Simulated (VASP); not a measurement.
Set up this calculation in VASP 6.6.1, as the native input.

| Item | Value |
| --- | --- |
| Task | single point |
| Functional | r2SCAN |
| Potentials or basis | VASP PAW PBE potentials, release 64 (Ca_sv, P, As) |
| Cutoff | 550 eV |
| k mesh | 1 × 1 × 1 |
| Occupations | gaussian, width 0.1 eV |
| Spin | no spin polarisation |
| Dipole correction | no |
| Further INCAR settings | ALGO = Normal; EDIFF = 1e-06; NBANDS = 28 |

Crystal: Ca3AsP.

```
Ca P As
1.0
     5.33390    0.00000    0.00000
     0.00000    5.33390    0.00000
     0.00000    0.00000    5.33390
Ca P As
3 1 1
Cartesian
  0.0000 2.6669 2.6669
  2.6669 0.0000 2.6669
  2.6669 2.6669 0.0000
  2.6669 2.6669 2.6669
  0.0000 0.0000 0.0000
```

The input as run:

POSCAR

```
Ca3AsP
1.0
    5.3338990000      0.0000000000      0.0000000000
    0.0000000000      5.3338990000      0.0000000000
    0.0000000000      0.0000000000      5.3338990000
Ca P As
3 1 1
Direct
    0.0000000000      0.5000000000      0.5000000000
    0.5000000000      0.0000000000      0.5000000000
    0.5000000000      0.5000000000      0.0000000000
    0.5000000000      0.5000000000      0.5000000000
    0.0000000000      0.0000000000      0.0000000000
```

INCAR.step1

```
SYSTEM = Ca3AsP
PREC = Accurate ; ENCUT = 550
ISMEAR = 0 ; SIGMA = 0.1
LREAL = .False. ; LASPH = .True.
NELM = 120 ; NBANDS = 28
GGA = PE ; ALGO = Normal
EDIFF = 1E-5 ; LWAVE = .True.
LCHARG = .False. ; GGA_COMPAT = .False.
```

INCAR.step2

```
SYSTEM = Ca3AsP
PREC = Accurate ; ENCUT = 550
EDIFF = 1E-6 ; ISMEAR = 0
SIGMA = 0.1 ; LREAL = .False.
LASPH = .True. ; NELM = 120
ALGO = Normal ; ISIF = 2
LWAVE = .False. ; LCHARG = .False.
METAGGA = R2SCAN ; LMIXTAU = .True.
NBANDS = 28 ; ISTART = 1
GGA_COMPAT = .False.
```

KPOINTS

```
regular mesh
0
Gamma
  1 1 1
  0 0 0
```

Potentials or basis: VASP PAW PBE potentials, release 64 (Ca_sv, P, As).

Run with:

```console
$ cat potpaw_PBE.64/Ca_sv/POTCAR potpaw_PBE.64/P/POTCAR potpaw_PBE.64/As/POTCAR > POTCAR
$ cp INCAR.step1 INCAR
$ mpirun -np 1 vasp_gam > vasp.out
$ cp INCAR.step2 INCAR
$ mpirun -np 1 vasp_gam > vasp.out
```

It gave:

- Pressure: 16.4 GPa

Caveat: the k points lie up to 1.18 Å⁻¹ apart, too coarse for converged energies, forces and pressures; the PAW data sets were made with another functional, which shifts forces and pressure a little.

Run time: 55 s on 1 thread of Intel(R) Xeon(R) Platinum 8375C CPU @ 2.90GHz (Ice Lake), with other jobs on the host, peak memory 0.28 GiB.
